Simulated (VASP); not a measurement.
LiF, 4 atoms in the cell. The structure is hexagonal, space group P6_3/mmc (No. 194). The conventional cell has a = 2.776 Å, b = 2.776 Å, c = 4.783 Å, α = 90.00°, β = 90.00°, γ = 120.00°. Li (site symmetry -3m) has 6 F at 2.00 Å and 2 Li at 2.39 Å within 2.6 Å. Within 2.6 Å of F (site symmetry -6m2) lie 6 Li at 2.00 Å. 

* Program: VASP 6.6.1
* Task: single point
* Functional: r2SCAN
* Potentials or basis: VASP PAW PBE potentials, release 64 (Li_sv, F)
* Cutoff: 520 eV
* k mesh: 12 × 12 × 6
* Occupations: gaussian, width 0.01 eV
* Spin: no spin polarisation
* Dipole correction: no
* Further INCAR settings: ALGO = Normal; EDIFF = 1e-06; NBANDS = 18

Potentials or basis: VASP PAW PBE potentials, release 64 (Li_sv, F).

The run is started by

```sh
$ cat potpaw_PBE.64/Li_sv/POTCAR potpaw_PBE.64/F/POTCAR > POTCAR
$ cp INCAR.step1 INCAR
$ mpirun -np 1 vasp_std > vasp.out
$ cp INCAR.step2 INCAR
$ mpirun -np 1 vasp_std > vasp.out
```

Hardware: 1 thread of Intel(R) Xeon(R) 6975P-C (Granite Rapids) (shared host).

Q: How long does it take, and how much memory?

A: Run time: 50 s on 1 thread of Intel(R) Xeon(R) 6975P-C (Granite Rapids), on a shared host, peak memory 0.17 GiB. Counts: k points 76.
